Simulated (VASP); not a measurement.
# Sb (P6_3/mmc) in VASP: further runs, part 2 of 2

VASP 6.6.1. Earlier steps stand in the parts before.

### Step 4. Single point, BLYP

Input file INCAR:

```
SYSTEM = Sb
PREC = Accurate ; ENCUT = 520
EDIFF = 1E-6 ; ISMEAR = -1
SIGMA = 0.05 ; LREAL = .False.
LASPH = .True. ; NELM = 60
ALGO = Normal ; ISIF = 2
LWAVE = .False. ; LCHARG = .True.
GGA = B5 ; ALDAX = 1.0
AGGAX = 1.0 ; AGGAC = 1.0
ALDAC = 0.0 ; LELF = .True.
LVHAR = .True. ; NBANDS = 12
```

Input file KPOINTS:

```
Automatic mesh
0
Gamma
  9 9 5
  0 0 0
```

Input file POSCAR:

```
Sb
1.0
    3.3545324186      0.0000000000      0.0000000000
   -1.6772662093      2.9051102923      0.0000000000
    0.0000000000      0.0000000000      5.4701606500
Sb
2
Direct
    0.6666666667      0.3333333333      0.7500000000
    0.3333333333      0.6666666667      0.2500000000
```

Potentials or basis: VASP PAW PBE potentials, release 64 (Sb).

On the command line:

```console
$ cat potpaw_PBE.64/Sb/POTCAR > POTCAR
$ mpirun -np 1 vasp_std > vasp.out
```

OUTCAR:

```text
SYSTEM = Sb
   PREC = Accurate
   ENCUT = 520
   EDIFF = 1E-6
   ISMEAR = -1
   LREAL = .False.
   LASPH = .True.
   NELM = 60
   ISIF = 2
   GGA = B5

 ion  position               nearest neighbor table
   1  0.667  0.333  0.750-   2 3.35   2 3.35   2 3.35   2 3.35   2 3.35   2 3.35
   2  0.333  0.667  0.250-   1 3.35   1 3.35   1 3.35   1 3.35   1 3.35   1 3.35

  LATTYP: Found a hexagonal cell.
 ALAT       =     3.3545324186
 C/A-ratio  =     1.6306775334

  Lattice vectors:

 A1 = (   3.3545324186,   0.0000000000,   0.0000000000)
 A2 = (  -1.6772662093,   2.9051102923,   0.0000000000)
 A3 = (   0.0000000000,   0.0000000000,   5.4701606500)

Analysis of symmetry for initial positions (statically):
=====================================================================
 Subroutine PRICEL returns:
 Original cell was already a primitive cell.

 Routine SETGRP: Setting up the symmetry group for a
 hexagonal supercell.

 Subroutine GETGRP returns: Found 24 space group operations
 (whereof 12 operations were pure point group operations)
 out of a pool of 24 trial point group operations.

The static configuration has the point symmetry D_3d.
[... 177 lines left out ...]
      6      14.2488      0.00000
      7      14.2488      0.00000
      8      14.4610      0.00000
      9      17.1194      0.00000
     10      18.3470      0.00000
     11      19.2280      0.00000
     12      19.2280      0.00000
[... 331 lines left out ...]
 k-point    24 :       0.3333    0.3333    0.2000
  band No.  band energies     occupation
      1       0.9636      2.00000
      2       0.9636      2.00000
      3       4.9535      2.00000
      4       5.9307      2.00000
      5       5.9307      2.00000
      6       7.5043      2.00000
      7       9.8217      0.00000
      8       9.8217      0.00000
      9      13.9926      0.00000
     10      19.6541      0.00000
     11      19.6541      0.00000
     12      21.5278      0.00000

 [... further k-points ...]

------------------------ aborting loop because EDIFF is reached ----------------------------------------

  FORCE on cell =-STRESS in cart. coord.  units (eV):
  Direction    XX          YY          ZZ          XY          YZ          ZX
  --------------------------------------------------------------------------------------
  -------------------------------------------------------------------------------------
  Total        2.5312693      2.5312693      2.4226844      0.0000000      0.0000000      0.0000000
  in kB       76.0771510     76.0771510     72.8136377      0.0000000      0.0000000      0.0000000
  external PRESSURE =      74.9893133 kB  Pullay stress =       0.0000000 kB

 VOLUME and BASIS-vectors are now :
 -----------------------------------------------------------------------------
  energy-cutoff  :      520.00
  volume of cell :       53.31
      direct lattice vectors                 reciprocal lattice vectors
     3.354532419  0.000000000  0.000000000     0.298104139  0.172110505  0.000000000
    -1.677266209  2.905110292  0.000000000     0.000000000  0.344221010  0.000000000
     0.000000000  0.000000000  5.470160650     0.000000000  0.000000000  0.182809987

 POSITION                                       TOTAL-FORCE (eV/Angst)
 -----------------------------------------------------------------------------------
      1.67727      0.96837      4.10262        -0.000000      0.000000      0.000000
     -0.00000      1.93674      1.36754         0.000000     -0.000000      0.000000
 -----------------------------------------------------------------------------------
    total drift:                                0.000000     -0.000000      0.000000

  FREE ENERGIE OF THE ION-ELECTRON SYSTEM (eV)
  ---------------------------------------------------
  free  energy   TOTEN  =        -5.7996229800 eV

  energy  without entropy=       -5.7882357439  energy(sigma->0) =       -5.79392936
```

OSZICAR:

```text
N       E                     dE             d eps       ncg     rms          rms(c)
DAV:   1     0.365063264566E+02    0.36506E+02   -0.35451E+03   864   0.661E+02
DAV:   2    -0.385726662614E+01   -0.40364E+02   -0.39154E+02  1172   0.108E+02
DAV:   3    -0.578317100013E+01   -0.19259E+01   -0.19085E+01  1108   0.263E+01
DAV:   4    -0.579861537475E+01   -0.15444E-01   -0.15443E-01   988   0.284E+00
DAV:   5    -0.579877567878E+01   -0.16030E-03   -0.16030E-03  1024   0.321E-01    0.223E+00
DAV:   6    -0.579866820849E+01    0.10747E-03   -0.14615E-03  1004   0.231E-01    0.131E+00
DAV:   7    -0.579947494416E+01   -0.80674E-03   -0.35531E-03   960   0.360E-01    0.374E-02
DAV:   8    -0.579961547378E+01   -0.14053E-03   -0.17887E-04  1048   0.877E-02    0.138E-02
DAV:   9    -0.579962268085E+01   -0.72071E-05   -0.84473E-06   964   0.185E-02    0.320E-03
DAV:  10    -0.579962297998E+01   -0.29913E-06   -0.29834E-07   620   0.333E-03
   1 F= -.57996230E+01 E0= -.57939294E+01  d E =-.113872E-01
```

It took 18 s on 1 thread of Intel Xeon 6975P-C, shared host; peak memory 0.18 GiB.

What came out:

* Free energy: -5.7996 eV
* Pressure: 7.5 GPa
* Band gap on the k mesh: zero (band 5 reaches 13.16 eV, above the bottom of band 6 at 6.46 eV)

Caveat: the PAW data sets were made with another functional, which shifts forces and pressure a little; spin-orbit coupling is left out, which moves the levels of the heavy elements.

### Step 5. Single point, PBE

Input file INCAR:

```
PREC     = Accurate       # precision mode
ENCUT    = 520            # plane-wave cutoff, eV
EDIFF    = 1E-6           # SCF threshold, eV
ISMEAR   = 0              # smearing method
SIGMA    = 0.012          # smearing width, eV
LREAL    = False          # projectors in reciprocal space
LASPH    = True           # aspherical terms in the spheres
NELM     = 100            # most SCF steps
ALGO     = Normal         # electronic algorithm
ISIF     = 2              # what is computed and relaxed
LWAVE    = False          # write WAVECAR
LCHARG   = False          # write CHGCAR
GGA      = PE             # functional
NBANDS   = 12             # bands
```

Input file KPOINTS:

```
regular mesh
0
Gamma
  9 9 5
```

POSCAR is that of step 4.

On the command line:

```console
$ cat potpaw_PBE.64/Sb/POTCAR > POTCAR
$ mpirun -np 1 vasp_std > vasp.out
```

It took 12 s on 1 thread of Intel Xeon 6975P-C, shared host; peak memory 0.18 GiB.

It converged, with:

```yaml
Free_energy: -7.7198 eV
Pressure: 1.4 GPa
Band_gap_on_the_k_mesh: zero (band 5 reaches 12.82 eV, above the bottom of band 6 at 5.89 eV)
```

Stress tensor (GPa, compression positive):
```
1.08 0.00 0.00
0.00 1.08 0.00
0.00 0.00 1.92
```

Levels at points of the mesh, in eV from the Fermi level:
```csv
k point,band 2,band 3,band 4,band 5,band 6,band 7,band 8,band 9
"(0.00, 0.00, 0.00)",-9.05,-5.76,3.73,3.73,5.38,5.38,5.62,7.85
```

Caveat: spin-orbit coupling is left out, which moves the levels of the heavy elements.

### Step 6. Overview

| level | k mesh | smearing | grid for exact exchange (PRECFOCK) | share of exact exchange | screening parameter | gap on the mesh (eV) | pressure (GPa) |
| --- | --- | --- | --- | --- | --- | --- | --- |
| PBE-based screened hybrid | 5 × 5 × 3 | fermi-dirac 0.05 eV | Normal | 0.4 | 0.2 1/Å | none | -5.6 |
| PBE-based screened hybrid | 5 × 5 × 3 | fermi-dirac 0.05 eV | Normal | 0.5 | 0.2 1/Å | none | -7.7 |
| BLYP | 9 × 9 × 5 | fermi-dirac 0.05 eV | - | - | - | none | 7.5 |
| PBE | 9 × 9 × 5 | gaussian 0.012 eV | - | - | - | none | 1.4 |

Alike in all rows: task single point; potentials or basis VASP PAW PBE potentials, release 64 (Sb); no spin polarisation; cell as given; cutoff (eV) 520.

Caveats: some runs use coarse meshes; spin-orbit coupling is left out, which moves the levels of the heavy elements; the PAW data sets were made with another functional, which shifts forces and pressure a little (some runs).

Total energies depend on the potentials used, so only differences within one code and one set of settings carry meaning.
